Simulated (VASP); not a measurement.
**C: single point with LDA**

The system is C.

```
C
1.0
     1.26767    0.73189    3.45505
    -1.26767    0.73189    3.45505
     0.00000   -1.46378    3.45505
C
2
Direct
  0.83600 0.83600 0.83600
  0.16400 0.16400 0.16400
```

| Item | Value |
| --- | --- |
| Program | VASP 6.6.1 |
| Task | single point |
| Functional | LDA |
| Potentials or basis | VASP PAW LDA potentials, release 64 (C) |
| Cutoff | 520 eV |
| k mesh | 14 × 14 × 14 |
| Occupations | methfessel-paxton, width 0.0847 eV |
| Spin | no spin polarisation |
| Dipole correction | no |
| Further INCAR settings | ALGO = Normal; EDIFF = 1e-06; NBANDS = 11 |

```json
{"Pressure": "-25.6 GPa", "Largest force": "0.938 eV/Å", "Band gap on the k mesh": "0.54 eV, direct"}
```

Forces on the atoms (eV/Å):
```
C    0.000  0.000 -0.938
C    0.000  0.000  0.938
```

Stress tensor (GPa, compression positive):
```
-37.80   0.00   0.00
  0.00 -37.80   0.00
  0.00   0.00  -1.34
```

Levels at points of the mesh, in eV from the valence-band top:
| k point | band 2 | band 3 | band 4 | band 5 | band 6 | band 7 |
| --- | --- | --- | --- | --- | --- | --- |
| (0.00, 0.00, 0.00) | -5.88 | -2.77 | -2.77 | 4.12 | 7.99 | 7.99 |
| (0.50, 0.00, 0.00) | -12.41 | -5.88 | -1.59 | 1.97 | 7.06 | 11.70 |
| (0.50, 0.50, 0.00) | -12.33 | -5.93 | -2.33 | 1.54 | 6.72 | 12.22 |
| (0.50, 0.50, 0.50) | -7.72 | -2.79 | -2.79 | 7.96 | 7.96 | 9.93 |

It took 29 s on 1 thread of Intel(R) Xeon(R) 6975P-C (Granite Rapids) (shared host), peak memory 0.16 GiB.

A k mesh can miss the band edges. LDA gaps usually lie below the measured ones, often by a third to a half.
